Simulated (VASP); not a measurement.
Wanted: the native input for a VASP 6.6.1 run.

| Quantity | Value |
| --- | --- |
| Task | single point |
| Functional | BLYP |
| Potentials or basis | VASP PAW PBE potentials, release 64 (Ti_sv, Si) |
| Cutoff | 520 eV |
| k mesh | 12 × 12 × 12 |
| Occupations | fermi-dirac, width 0.05 eV |
| Spin | no spin polarisation |
| Dipole correction | no |
| Further INCAR settings | ALGO = Normal; EDIFF = 1e-06; NBANDS = 17 |

The structure of TiSi2 lies in POSCAR:

```
TiSi2
1.0
   -1.5120776313      1.7451369062      4.2683275994
    1.5120776313     -1.7451369062      4.2683275994
    1.5120776313      1.7451369062     -4.2683275994
Ti Si
1 2
Direct
    0.0000000000      0.0000000000      0.0000000000
    0.6681403335      0.6681403335      0.0000000000
    0.3318596665      0.3318596665      0.0000000000
```

The input as run:

INCAR

```
PREC = Accurate
ENCUT = 520
EDIFF = 1E-6
ISMEAR = -1
SIGMA = 0.05
LREAL = F
LASPH = T
NELM = 60
ALGO = Normal
ISIF = 2
LWAVE = F
LCHARG = F
GGA = B5
ALDAX = 1.0
AGGAX = 1.0
AGGAC = 1.0
ALDAC = 0.0
NBANDS = 17
```

KPOINTS

```
regular mesh
0
Gamma
  12 12 12
```

Potentials or basis: VASP PAW PBE potentials, release 64 (Ti_sv, Si).

The run is started by

```sh
$ cat potpaw_PBE.64/Ti_sv/POTCAR potpaw_PBE.64/Si/POTCAR > POTCAR
$ mpirun -np 1 vasp_std > vasp.out
```

Results of the run:

```yaml
Pressure: 0.3 GPa
Band_gap_on_the_k_mesh: zero (bands 10 and 11 overlap by 2.10 eV)
```

Caveat: the PAW data sets were made with another functional, which shifts forces and pressure a little.

Run time: 4.2 min on 1 thread of Intel(R) Xeon(R) Platinum 8488C (Sapphire Rapids), on a shared host, peak memory 0.36 GiB.
